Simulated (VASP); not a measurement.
# Te3Pb4Se (P4/mmm) in VASP: single point with PBE

Aim: the single point of Te3Pb4Se with PBE.

Program: VASP 6.6.1. These are calculated values, not measurements. Logs are shortened: lines on timing, memory, paths and dates and some standing lists are left out, and cuts for length are marked.

### 1 The cell of the first run

It takes space group P4/mmm (No. 123, tetragonal). The conventional cell has a = 4.593 Å, b = 4.593 Å, c = 12.961 Å, α = 90.00°, β = 90.00°, γ = 90.00°. Te (site symmetry 4/mmm) has 6 Pb at 3.25 to 3.35 Å within 4.3 Å. Te (site symmetry 4mm) has 6 Pb at 3.23 to 3.25 Å within 4.2 Å. Pb (site symmetry 4mm) has 1 Se at 3.13 Å and 5 Te at 3.25 to 3.35 Å within 4.1 Å. Pb (site symmetry 4/mmm) has 6 Te at 3.25 Å within 4.3 Å. Pb (site symmetry 4/mmm) has 2 Te at 3.23 Å and 4 Se at 3.25 Å within 4.2 Å. Within 4.1 Å of Se (site symmetry 4/mmm) lie 6 Pb at 3.13 to 3.25 Å.

### 2 Single point, PBE

INCAR reads:

```
SYSTEM = Te3Pb4Se
  PREC = Accurate
  ENCUT = 520
  EDIFF = 1E-6
  ISMEAR = 0
  SIGMA = 0.02
  LREAL = .FALSE.
  LASPH = .TRUE.
  NELM = 80
  ALGO = Normal
  ISIF = 2
  LWAVE = .FALSE.
  LCHARG = .FALSE.
  GGA = PE
  NBANDS = 50
```

KPOINTS reads:

```
regular mesh
0
G
  8 8 4
  0 0 0
```

POSCAR reads:

```
Te3Pb4Se
1.0
    4.5934501000      0.0000000000      0.0000000000
    0.0000000000      4.5934501000      0.0000000000
    0.0000000000      0.0000000000     12.9610083000
Te Pb Se
3 4 1
Direct
    0.0000000000      0.0000000000      0.0000000000
    0.5000000000      0.5000000000      0.2509240000
    0.5000000000      0.5000000000      0.7490760000
    0.0000000000      0.0000000000      0.7415820000
    0.5000000000      0.5000000000      0.0000000000
    0.0000000000      0.0000000000      0.2584180000
    0.5000000000      0.5000000000      0.5000000000
    0.0000000000      0.0000000000      0.5000000000
```

Potentials or basis: VASP PAW PBE potentials, release 64 (Te, Pb_d, Se).

The run is started by

```
cat potpaw_PBE.64/Te/POTCAR potpaw_PBE.64/Pb_d/POTCAR potpaw_PBE.64/Se/POTCAR > POTCAR
mpirun -np 1 vasp_std > vasp.out
```

OUTCAR:

```text
SYSTEM = Te3Pb4Se
   PREC = Accurate
   ENCUT = 520
   EDIFF = 1E-6
   ISMEAR = 0
   LREAL = .FALSE.
   LASPH = .TRUE.
   NELM = 80
   ISIF = 2
   GGA = PE

 ion  position               nearest neighbor table
   1  0.000  0.000  0.000-   5 3.25   5 3.25   5 3.25   5 3.25   6 3.35   4 3.35
   2  0.500  0.500  0.251-   7 3.23   6 3.25   6 3.25   6 3.25   6 3.25   5 3.25
   3  0.500  0.500  0.749-   7 3.23   4 3.25   4 3.25   4 3.25   4 3.25   5 3.25
   4  0.000  0.000  0.742-   8 3.13   3 3.25   3 3.25   3 3.25   3 3.25   1 3.35
   5  0.500  0.500  0.000-   1 3.25   1 3.25   1 3.25   1 3.25   3 3.25   2 3.25
   6  0.000  0.000  0.258-   8 3.13   2 3.25   2 3.25   2 3.25   2 3.25   1 3.35
   7  0.500  0.500  0.500-   2 3.23   3 3.23   8 3.25   8 3.25   8 3.25   8 3.25
   8  0.000  0.000  0.500-   4 3.13   6 3.13   7 3.25   7 3.25   7 3.25   7 3.25

  LATTYP: Found a simple tetragonal cell.
 ALAT       =     4.5934501000
 C/A-ratio  =     2.8216281918

  Lattice vectors:

 A1 = (   4.5934501000,   0.0000000000,   0.0000000000)
 A2 = (   0.0000000000,   4.5934501000,   0.0000000000)
 A3 = (   0.0000000000,   0.0000000000,  12.9610083000)

Analysis of symmetry for initial positions (statically):
=====================================================================
 Subroutine PRICEL returns:
 Original cell was already a primitive cell.

 Routine SETGRP: Setting up the symmetry group for a
 simple tetragonal supercell.

 Subroutine GETGRP returns: Found 16 space group operations
 (whereof 16 operations were pure point group operations)
 out of a pool of 16 trial point group operations.

The static configuration has the point symmetry D_4h.

Analysis of symmetry for dynamics (positions and initial velocities):
=====================================================================
 Subroutine PRICEL returns:
 Original cell was already a primitive cell.

 Routine SETGRP: Setting up the symmetry group for a
 simple tetragonal supercell.

 Subroutine GETGRP returns: Found 16 space group operations
 (whereof 16 operations were pure point group operations)
 out of a pool of 16 trial point group operations.

The dynamic configuration has the point symmetry D_4h.

 Subroutine INISYM returns: Found 16 space group operations
 (whereof 16 operations are pure point group operations),
 and found     1 'primitive' translations

----------------------------------------------------------------------------------------

                                     Primitive cell

  volume of cell :     273.4745

  direct lattice vectors                    reciprocal lattice vectors
     4.593450100  0.000000000  0.000000000     0.217701287  0.000000000  0.000000000
     0.000000000  4.593450100  0.000000000     0.000000000  0.217701287  0.000000000
     0.000000000  0.000000000 12.961008300     0.000000000  0.000000000  0.077154491

  length of vectors
     4.593450100  4.593450100 12.961008300     0.217701287  0.217701287  0.077154491

  position of ions in fractional coordinates (direct lattice)
     0.000000000  0.000000000  0.000000000
     0.500000000  0.500000000  0.250924000
     0.500000000  0.500000000  0.749076000
     0.000000000  0.000000000  0.741582000
     0.500000000  0.500000000  0.000000000
     0.000000000  0.000000000  0.258418000
     0.500000000  0.500000000  0.500000000
     0.000000000  0.000000000  0.500000000

  ion indices of the primitive-cell ions
   primitive index   ion index
                 1           1
                 2           2
                 3           3
                 4           4
                 5           5
                 6           6
                 7           7
                 8           8

----------------------------------------------------------------------------------------

 KPOINTS: regular mesh

Automatic generation of k-mesh.
 Grid dimensions read from file:
 generate k-points for:    8    8    4

 Generating k-lattice:

  Cartesian coordinates                     Fractional coordinates (reciprocal lattice)
     0.027212661  0.000000000  0.000000000     0.125000000  0.000000000  0.000000000
     0.000000000  0.027212661  0.000000000     0.000000000  0.125000000  0.000000000
     0.000000000  0.000000000  0.019288623     0.000000000  0.000000000  0.250000000

  Length of vectors
     0.027212661  0.027212661  0.019288623

  Shift w.r.t. Gamma in fractional coordinates (k-lattice)
     0.000000000  0.000000000  0.000000000

 Subroutine IBZKPT returns following result:
 ===========================================

 Found     45 irreducible k-points:

 Following reciprocal coordinates:
            Coordinates               Weight
  0.000000  0.000000  0.000000      1.000000
  0.125000  0.000000  0.000000      4.000000
  0.250000  0.000000  0.000000      4.000000
  0.375000  0.000000  0.000000      4.000000
  0.500000  0.000000  0.000000      2.000000
  0.125000  0.125000  0.000000      4.000000
[... 16 lines left out ...]
  0.375000  0.125000  0.250000     16.000000
  0.500000  0.125000  0.250000      8.000000
 [... further k-points ...]
   k-points           NKPTS =     45   k-points in BZ     NKDIM =     45   number of bands    NBANDS=     50
   number of dos      NEDOS =    301   number of ions     NIONS =      8
   total plane-waves  NPLWV = 124416
   dimension x,y,z NGX =    36 NGY =   36 NGZ =   96
   dimension x,y,z NGXF=    72 NGYF=   72 NGZF=  192
   ions per type =               3   4   1
   NGX,Y,Z   is equivalent  to a cutoff of  13.03, 13.03, 12.31 a.u.
   NGXF,Y,Z  is equivalent  to a cutoff of  26.06, 26.06, 24.63 a.u.
 SYSTEM =  Te3Pb4Se
   PREC   = accura    normal or accurate (medium, high low for compatibility)
   ISTART =      0    job   : 0-new  1-cont  2-samecut
   ICHARG =      2    charge: 1-file 2-atom 10-const
   ISPIN  =      1    spin polarized calculation?
   LNONCOLLINEAR =      F non collinear calculations
   LSORBIT =      F    spin-orbit coupling
   LASPH  =      T    aspherical Exc in radial PAW
   ENCUT  =  520.0 eV  38.22 Ry    6.18 a.u.   8.54  8.54 24.10*2*pi/ulx,y,z
   NELM   =     80;   NELMIN=  2; NELMDL= -5     # of ELM steps
   EDIFF  = 0.1E-05   stopping-criterion for ELM
   LREAL  =      F    real-space projection
   EDIFFG = 0.1E-04   stopping-criterion for IOM
   NSW    =      0    number of steps for IOM
   IBRION =     -1    ionic relax: 0-MD 1-quasi-New 2-CG
   NFREE  =      0    steps in history (QN), initial steepest desc. (CG)
   ISIF   =      2    stress and relaxation
   ISYM   =      2    0-nonsym 1-usesym 2-fastsym
   POTIM  = 0.5000    time-step for ionic-motion
   TEBEG  =    0.0;   TEEND  =   0.0 temperature during run
   PSTRESS=    0.0 pullay stress
   NELECT =      80.0000    total number of electrons
   NUPDOWN=      -1.0000    fix difference up-down
   EMIN   =  10.00;   EMAX   =-10.00  energy-range for DOS
   EFERMI =   0.00;   METHOD = LEGACY
   ISMEAR =     0;   SIGMA  =   0.02  broadening in eV -4-tet -1-fermi 0-gaus
   EFERMI_NEDOS =   21; number of points for ismear=-14 and -15
   IALGO  =     38    algorithm
   IMIX   =      4    mixing-type and parameters
     AMIX     =   0.40;   BMIX     =  1.00
     AMIX_MAG =   1.60;   BMIX_MAG =  1.00
  volume/ion in A,a.u.               =      34.18       230.69
  Fermi-wavevector in a.u.,A,eV,Ry     =   1.086757  2.053673 16.069044  1.181041
  Thomas-Fermi vector in A             =   2.222901
   LORBIT       =      0    0 simple, 1 ext, 2 COOP (PROOUT), +10 PAW based schemes
   GGA     = PE    functional components
   LHFCALC =     F    Hartree Fock is set to
   AEXX    =    0.0000 exact exchange contribution
   IVDW    =     0    specifies the selected vdW correction
   LEPSILON=     F    determine dielectric tensor
   LRPA    =     F    only Hartree local field effects (RPA)
 non-spin polarized calculation
 Gauss-broadening in eV      SIGMA  =   0.02
  energy-cutoff  :      520.00
  volume of cell :      273.47
 maximum number of plane-waves:      7391
 NGX is ok and might be reduce to    36
   NGX = 17   NGY = 17   NGZ = 49

 number of electron      80.0000013 magnetization

 Free energy of the ion-electron system (eV)
  ---------------------------------------------------
  ext. energy  EPLUGINS =         0.00000000
  ---------------------------------------------------
  free energy    TOTEN  =       -30.63036580 eV

  energy without entropy =      -30.63036580  energy(sigma->0) =      -30.63036580

 E-fermi :   5.0511     XC(G=0):  -9.1181

 val. band max:        4.8994435114   @ k =   0.5000   0.0000   0.0000
 cond. band min:       5.3462878380   @ k =   0.5000   0.0000   0.0000
 fundamental gap:      0.4468443266
 Fermi energy:         5.0510622785

 k-point     1 :       0.0000    0.0000    0.0000
  band No.  band energies     occupation
      1     -11.9778      2.00000
      2     -11.9695      2.00000
      3     -11.9508      2.00000
      4     -11.9417      2.00000
      5     -11.9417      2.00000
      6     -11.8317      2.00000
[... 42 lines left out ...]
     49       9.2416      0.00000
     50       9.3835      0.00000

 k-point     2 :       0.1250    0.0000    0.0000
  band No.  band energies     occupation
      1     -11.9757      2.00000
      2     -11.9675      2.00000
      3     -11.9524      2.00000
      4     -11.9424      2.00000
      5     -11.9417      2.00000
      6     -11.8299      2.00000
[... 42 lines left out ...]
     49       8.8534      0.00000
     50       8.9932      0.00000

 k-point     3 :       0.2500    0.0000    0.0000
  band No.  band energies     occupation
      1     -11.9718      2.00000
      2     -11.9614      2.00000
      3     -11.9561      2.00000
      4     -11.9441      2.00000
      5     -11.9416      2.00000
      6     -11.8261      2.00000
[... 42 lines left out ...]
     49       8.3890      0.00000
     50       8.6261      0.00000

 k-point     4 :       0.3750    0.0000    0.0000
  band No.  band energies     occupation
      1     -11.9690      2.00000
      2     -11.9598      2.00000
      3     -11.9543      2.00000
      4     -11.9458      2.00000
      5     -11.9415      2.00000
      6     -11.8231      2.00000
[... 999 lines left out ...]
 k-point    23 :       0.3750    0.1250    0.2500
  band No.  band energies     occupation
      1     -11.9675      2.00000
      2     -11.9634      2.00000
      3     -11.9537      2.00000
      4     -11.9458      2.00000
      5     -11.9422      2.00000
      6     -11.8248      2.00000
[... 42 lines left out ...]
     49       8.3240      0.00000
     50       8.7034      0.00000

 k-point    24 :       0.5000    0.1250    0.2500
  band No.  band energies     occupation
      1     -11.9660      2.00000
      2     -11.9660      2.00000
      3     -11.9508      2.00000
      4     -11.9465      2.00000
      5     -11.9422      2.00000
      6     -11.8270      2.00000
[... 42 lines left out ...]
     49       7.8987      0.00000
     50       7.9462      0.00000

 [... further k-points ...]

------------------------ aborting loop because EDIFF is reached ----------------------------------------

  FORCE on cell =-STRESS in cart. coord.  units (eV):
  Direction    XX          YY          ZZ          XY          YZ          ZX
  --------------------------------------------------------------------------------------
  -------------------------------------------------------------------------------------
  Total       -0.1057541     -0.1057541     -0.0606173      0.0000000      0.0000000      0.0000000
  in kB       -0.6195710     -0.6195710     -0.3551327      0.0000000      0.0000000      0.0000000
  external PRESSURE =      -0.5314249 kB  Pullay stress =       0.0000000 kB

 VOLUME and BASIS-vectors are now :
 -----------------------------------------------------------------------------
  energy-cutoff  :      520.00
  volume of cell :      273.47
      direct lattice vectors                 reciprocal lattice vectors
     4.593450100  0.000000000  0.000000000     0.217701287  0.000000000  0.000000000
     0.000000000  4.593450100  0.000000000     0.000000000  0.217701287  0.000000000
     0.000000000  0.000000000 12.961008300     0.000000000  0.000000000  0.077154491

 POSITION                                       TOTAL-FORCE (eV/Angst)
 -----------------------------------------------------------------------------------
      0.00000      0.00000      0.00000         0.000000     -0.000000      0.000000
      2.29673      2.29673      3.25223        -0.000000      0.000000      0.004922
      2.29673      2.29673      9.70878         0.000000      0.000000     -0.004922
      0.00000      0.00000      9.61165         0.000000     -0.000000      0.001709
      2.29673      2.29673      0.00000         0.000000     -0.000000      0.000000
      0.00000      0.00000      3.34936         0.000000     -0.000000     -0.001709
      2.29673      2.29673      6.48050         0.000000     -0.000000      0.000000
      0.00000      0.00000      6.48050         0.000000     -0.000000      0.000000
 -----------------------------------------------------------------------------------
    total drift:                                0.000000      0.000000      0.000000

  FREE ENERGIE OF THE ION-ELECTRON SYSTEM (eV)
  ---------------------------------------------------
  free  energy   TOTEN  =       -30.6303658032 eV

  energy  without entropy=      -30.6303658032  energy(sigma->0) =      -30.63036580
```

Run time: 5 min. Hardware: 1 thread of Intel Xeon 6975P-C (Granite Rapids), shared host; peak memory 0.68 GiB.

Results:

```
Free energy            : -30.6304 eV
Pressure               : -0.1 GPa
Largest force          : 0.005 eV/Å
Band gap on the k mesh : 0.45 eV
```

Forces in eV/Å, atoms in the order of the input:
```
Te   0.000  0.000  0.000
Te   0.000  0.000  0.005
Te   0.000  0.000 -0.005
Pb   0.000  0.000  0.002
Pb   0.000  0.000  0.000
Pb   0.000  0.000 -0.002
Pb   0.000  0.000  0.000
Se   0.000  0.000  0.000
```

Caveat: spin-orbit coupling is left out, which moves the levels of the heavy elements.
